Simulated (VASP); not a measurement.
# Sb in VASP: a series of runs, part 2 of 3

VASP 6.6.1. Earlier steps stand in the parts before.

### 3 Single point, PBE, collinear spin, antiferromagnetic start (the cell strained at random)

INCAR

```
SYSTEM = Sb
PREC = Accurate
ENCUT = 520
EDIFF = 1E-7
ISMEAR = -5
SIGMA = 0.1
LREAL = .False.
LASPH = .True.
NELM = 150
ALGO = Normal
ISIF = 2
LWAVE = .False.
LCHARG = .False.
ISPIN = 2
MAGMOM = 0.5 -0.5
LORBIT = 11
GGA = PE
NBANDS = 16
```

KPOINTS

```
regular mesh
0
Gamma
  6 6 6
  0 0 0
```

POSCAR

```
Sb
1.0
    4.6016179500      0.0000000000      0.0000000000
    2.5698884194      3.7274271754      0.0000000000
    2.5156260234      1.3306021426      3.5220845149
Sb
2
Direct
    0.7665100000      0.7665100000      0.7665100000
    0.2334900000      0.2334900000      0.2334900000
```

Potentials or basis: VASP PAW PBE potentials, release 64 (Sb).

Command:

```
> cat potpaw_PBE.64/Sb/POTCAR > POTCAR
> mpirun -np 1 vasp_std > vasp.out
```

OUTCAR:

```text
SYSTEM = Sb
   PREC = Accurate
   ENCUT = 520
   EDIFF = 1E-7
   ISMEAR = -5
   LREAL = .False.
   LASPH = .True.
   NELM = 150
   ISIF = 2
   ISPIN = 2
   LORBIT = 11
   GGA = PE

 ion  position               nearest neighbor table
   1  0.767  0.767  0.767-   2 2.88   2 2.90   2 2.94   2 3.33   2 3.36   2 3.40
   2  0.233  0.233  0.233-   1 2.88   1 2.90   1 2.94   1 3.33   1 3.36   1 3.40

  LATTYP: Found a triclinic cell.
 ALAT       =     7.6088771935
 B/A-ratio  =     0.5579259467
 C/A-ratio  =     0.5951113765
 COS(alpha) =     0.0078734281
 COS(beta)  =     0.3403757369
 COS(gamma) =     0.8473660757

  Lattice vectors:

 A1 = (  -6.6333474806,   3.7274271754,   0.0000000000)
 A2 = (  -2.0317295306,   3.7274271754,   0.0000000000)
 A3 = (  -2.5156260234,  -1.3306021426,  -3.5220845149)

Analysis of symmetry for initial positions (statically):
=====================================================================
 Subroutine PRICEL returns:
 Original cell was already a primitive cell.

 Routine SETGRP: Setting up the symmetry group for a
 triclinic supercell.

 Subroutine GETGRP returns: Found  2 space group operations
 (whereof  2 operations were pure point group operations)
 out of a pool of  2 trial point group operations.

The static configuration has the point symmetry S_2 .

Analysis of symmetry for dynamics (positions and initial velocities):
=====================================================================
 Subroutine PRICEL returns:
 Original cell was already a primitive cell.

 Routine SETGRP: Setting up the symmetry group for a
 triclinic supercell.

 Subroutine GETGRP returns: Found  2 space group operations
 (whereof  2 operations were pure point group operations)
 out of a pool of  2 trial point group operations.

The dynamic configuration has the point symmetry S_2 .

Analysis of structural, dynamic, and magnetic symmetry:
=====================================================================
 Subroutine PRICEL returns:
 Original cell was already a primitive cell.

 Routine SETGRP: Setting up the symmetry group for a
 triclinic supercell.

 Subroutine GETGRP returns: Found  2 space group operations
 (whereof  2 operations were pure point group operations)
 out of a pool of  2 trial point group operations.

The overall configuration has the point symmetry S_2 .

 Subroutine INISYM returns: Found  2 space group operations
 (whereof  2 operations are pure point group operations),
 and found     1 'primitive' translations

----------------------------------------------------------------------------------------

                                     Primitive cell

  volume of cell :      60.4115

  direct lattice vectors                    reciprocal lattice vectors
     4.601617950  0.000000000  0.000000000     0.217314869 -0.149828538 -0.098612274
     2.569888419  3.727427175  0.000000000     0.000000000  0.268281566 -0.101353623
     2.515626023  1.330602143  3.522084515     0.000000000  0.000000000  0.283922772

  length of vectors
     4.601617950  4.527476100  4.528129380     0.281777791  0.286788346  0.283922772

  position of ions in fractional coordinates (direct lattice)
     0.766510000  0.766510000  0.766510000
     0.233490000  0.233490000  0.233490000

  ion indices of the primitive-cell ions
[... 69 lines left out ...]
   ISTART =      0    job   : 0-new  1-cont  2-samecut
   ICHARG =      2    charge: 1-file 2-atom 10-const
   ISPIN  =      2    spin polarized calculation?
   LNONCOLLINEAR =      F non collinear calculations
   LSORBIT =      F    spin-orbit coupling
   LASPH  =      T    aspherical Exc in radial PAW
   ENCUT  =  520.0 eV  38.22 Ry    6.18 a.u.   8.56  8.42  8.42*2*pi/ulx,y,z
   NELM   =    150;   NELMIN=  2; NELMDL= -5     # of ELM steps
   EDIFF  = 0.1E-06   stopping-criterion for ELM
   LREAL  =      F    real-space projection
   EDIFFG = 0.1E-05   stopping-criterion for IOM
   NSW    =      0    number of steps for IOM
   IBRION =     -1    ionic relax: 0-MD 1-quasi-New 2-CG
   NFREE  =      0    steps in history (QN), initial steepest desc. (CG)
   ISIF   =      2    stress and relaxation
   ISYM   =      2    0-nonsym 1-usesym 2-fastsym
   POTIM  = 0.5000    time-step for ionic-motion
   TEBEG  =    0.0;   TEEND  =   0.0 temperature during run
   PSTRESS=    0.0 pullay stress
   NELECT =      10.0000    total number of electrons
   NUPDOWN=      -1.0000    fix difference up-down
   EMIN   =  10.00;   EMAX   =-10.00  energy-range for DOS
   EFERMI =   0.00;   METHOD = LEGACY
   ISMEAR =    -5;   SIGMA  =   0.10  broadening in eV -4-tet -1-fermi 0-gaus
   EFERMI_NEDOS =   21; number of points for ismear=-14 and -15
   IALGO  =     38    algorithm
   IMIX   =      4    mixing-type and parameters
     AMIX     =   0.40;   BMIX     =  1.00
     AMIX_MAG =   1.60;   BMIX_MAG =  1.00
  volume/ion in A,a.u.               =      30.21       203.84
  Fermi-wavevector in a.u.,A,eV,Ry     =   0.898880  1.698637 10.993304  0.807985
  Thomas-Fermi vector in A             =   2.021644
   LORBIT       =     11    0 simple, 1 ext, 2 COOP (PROOUT), +10 PAW based schemes
   GGA     = PE    functional components
   LHFCALC =     F    Hartree Fock is set to
   AEXX    =    0.0000 exact exchange contribution
   IVDW    =     0    specifies the selected vdW correction
   LEPSILON=     F    determine dielectric tensor
   LRPA    =     F    only Hartree local field effects (RPA)
 spin polarized calculation
 Fermi weights with tetrahedron method with Bloechl corrections
  energy-cutoff  :      520.00
  volume of cell :       60.41
 maximum number of plane-waves:      1639
 NGX is ok and might be reduce to    36
   NGX = 17   NGY = 17   NGZ = 17

 number of electron      10.0000000 magnetization       0.0000000

 number of electron      10.0000000 magnetization      -0.0000000

 Free energy of the ion-electron system (eV)
  ---------------------------------------------------
  ext. energy  EPLUGINS =         0.00000000
  ---------------------------------------------------
  free energy    TOTEN  =        -8.24778625 eV

  energy without entropy =       -8.24778625  energy(sigma->0) =       -8.24778625

 E-fermi :   7.2472     XC(G=0):  -9.5260

 val. band max:        7.4390802761   @ k =   0.3333   0.1667   0.1667
 cond. band min:       6.9752119245   @ k =   0.0000   0.5000  -0.0000
 fundamental gap:     -0.4638683517
 Fermi energy:         7.2471654203

 spin component 1

 k-point     1 :       0.0000    0.0000    0.0000
  band No.  band energies     occupation
      1      -5.4421      1.00000
      2       2.4552      1.00000
      3       5.0172      1.00000
      4       5.4753      1.00000
      5       5.7430      1.00000
      6       9.3150      0.00000
[... 435 lines left out ...]
      5       5.4412      1.00000
      6       8.7632     -0.00112
[... 8 lines left out ...]
     15      20.4116      0.00000
     16      20.9453      0.00000

 [... further k-points ...]

 spin component 2

 k-point     1 :       0.0000    0.0000    0.0000
  band No.  band energies     occupation
      1      -5.4421      1.00000
      2       2.4552      1.00000
      3       5.0172      1.00000
      4       5.4753      1.00000
      5       5.7430      1.00000
      6       9.3150      0.00000
[... 435 lines left out ...]
      5       5.4412      1.00000
      6       8.7632     -0.00112
[... 8 lines left out ...]
     15      20.4116      0.00000
     16      20.9453      0.00000

 [... further k-points ...]
[... 5 lines left out ...]
  --------------------------------------------------------------------------------------
  -------------------------------------------------------------------------------------
  Total        0.6353689      1.6832595      1.3299944     -0.3551630      0.2477873      0.2238539
  in kB       16.8506638     44.6418461     35.2728779     -9.4193036      6.5715839      5.9368467
  external PRESSURE =      32.2551293 kB  Pullay stress =       0.0000000 kB

 VOLUME and BASIS-vectors are now :
 -----------------------------------------------------------------------------
  energy-cutoff  :      520.00
  volume of cell :       60.41
      direct lattice vectors                 reciprocal lattice vectors
     4.601617950  0.000000000  0.000000000     0.217314869 -0.149828538 -0.098612274
     2.569888419  3.727427175  0.000000000     0.000000000  0.268281566 -0.101353623
     2.515626023  1.330602143  3.522084515     0.000000000  0.000000000  0.283922772

 POSITION                                       TOTAL-FORCE (eV/Angst)
 -----------------------------------------------------------------------------------
      7.42528      3.87703      2.69971        -0.025926     -0.084590     -0.123495
      2.26185      1.18100      0.82237         0.025926      0.084590      0.123495
 -----------------------------------------------------------------------------------
    total drift:                               -0.000000     -0.000000     -0.000000

  FREE ENERGIE OF THE ION-ELECTRON SYSTEM (eV)
  ---------------------------------------------------
  free  energy   TOTEN  =        -8.2477862478 eV

  energy  without entropy=       -8.2477862478  energy(sigma->0) =       -8.24778625

 total charge

# of ion       s       p       d       tot
------------------------------------------
    1        1.216   1.153   0.036   2.405
    2        1.216   1.153   0.036   2.405
--------------------------------------------------
tot          2.432   2.306   0.072   4.810

 magnetization (x)

# of ion       s       p       d       tot
------------------------------------------
    1        0.000  -0.000   0.000  -0.000
    2       -0.000   0.000  -0.000   0.000
--------------------------------------------------
tot          0.000   0.000   0.000   0.000
```

OSZICAR:

```text
N       E                     dE             d eps       ncg     rms          rms(c)
DAV:   1     0.319096480238E+02    0.31910E+02   -0.32444E+03  7168   0.464E+02
DAV:   2    -0.647927252101E+01   -0.38389E+02   -0.36849E+02  9912   0.888E+01
DAV:   3    -0.820412882954E+01   -0.17249E+01   -0.17198E+01  8832   0.197E+01
DAV:   4    -0.821736947862E+01   -0.13241E-01   -0.13238E-01  9376   0.213E+00
DAV:   5    -0.821754168432E+01   -0.17221E-03   -0.17220E-03  9280   0.252E-01    0.315E+00
DAV:   6    -0.824495878730E+01   -0.27417E-01   -0.80792E-02  8952   0.768E-01    0.184E+00
DAV:   7    -0.824492125638E+01    0.37531E-04   -0.71763E-02  9024   0.870E-01    0.488E-01
DAV:   8    -0.824739139672E+01   -0.24701E-02   -0.86336E-03  8688   0.361E-01    0.102E-01
DAV:   9    -0.824779610389E+01   -0.40471E-03   -0.21345E-03  9096   0.143E-01    0.453E-02
DAV:  10    -0.824778329289E+01    0.12811E-04   -0.11804E-04  9016   0.395E-02    0.253E-02
DAV:  11    -0.824778800850E+01   -0.47156E-05   -0.36709E-05  8592   0.222E-02    0.168E-02
DAV:  12    -0.824778711516E+01    0.89334E-06   -0.99737E-06  9000   0.134E-02    0.948E-03
DAV:  13    -0.824778622744E+01    0.88772E-06   -0.29415E-06  9552   0.502E-03    0.316E-03
DAV:  14    -0.824778624781E+01   -0.20370E-07   -0.32449E-07  8840   0.241E-03
   1 F= -.82477862E+01 E0= -.82477862E+01  d E =0.000000E+00  mag=     0.0000
```

stdout:

```text
POSCAR found type information on POSCAR Sb
 POSCAR found :  1 types and       2 ions
 scaLAPACK will be used
 LDA part: xc-table for (Slater+PW92), standard interpolation
 POSCAR, INCAR and KPOINTS ok, starting setup
 FFT: planning ... GRIDC
 FFT: planning ... GRID_SOFT
 FFT: planning ... GRID
 WAVECAR not read
 entering main loop
 -----------------------------------------------------------------------------
|                                                                             |
|           W    W    AA    RRRRR   N    N  II  N    N   GGGG   !!!           |
|           W    W   A  A   R    R  NN   N  II  NN   N  G    G  !!!           |
|           W    W  A    A  R    R  N N  N  II  N N  N  G       !!!           |
|           W WW W  AAAAAA  RRRRR   N  N N  II  N  N N  G  GGG   !            |
|           WW  WW  A    A  R   R   N   NN  II  N   NN  G    G                |
|           W    W  A    A  R    R  N    N  II  N    N   GGGG   !!!           |
|                                                                             |
|     Tetrahedron method does not include variations of the Fermi             |
|     occupations, so forces and stress will be inaccurate. We suggest        |
|     using a different smearing scheme ISMEAR = 1 or 2 for metals in         |
|     relaxations.                                                            |
|                                                                             |
 -----------------------------------------------------------------------------
```

Wall time 7.3 min (1 thread of AMD EPYC 7R13 (Zen 3), shared host); peak memory 0.3 GiB.

What came out:

- Free energy: -8.2478 eV
- Pressure: 3.2 GPa
- Largest force: 0.152 eV/Å
- Band gap on the k mesh: zero (filled and empty bands overlap)
- Net moment: 0.00 μB per cell
- Valence electrons inside the program's atomic spheres: Sb 2.40

Forces in eV/Å, atoms in the order of the input:
```
Sb  -0.026 -0.085 -0.123
Sb   0.026  0.085  0.123
```

Stress tensor (GPa, compression positive):
```
 1.69 -0.94  0.59
-0.94  4.46  0.66
 0.59  0.66  3.53
```

Caveat: the cell differs from its parent crystal (the cell strained at random); spin-orbit coupling is left out, which moves the levels of the heavy elements; tetrahedron occupations give inexact forces and stress in metals.

[end of part 2 of 3]
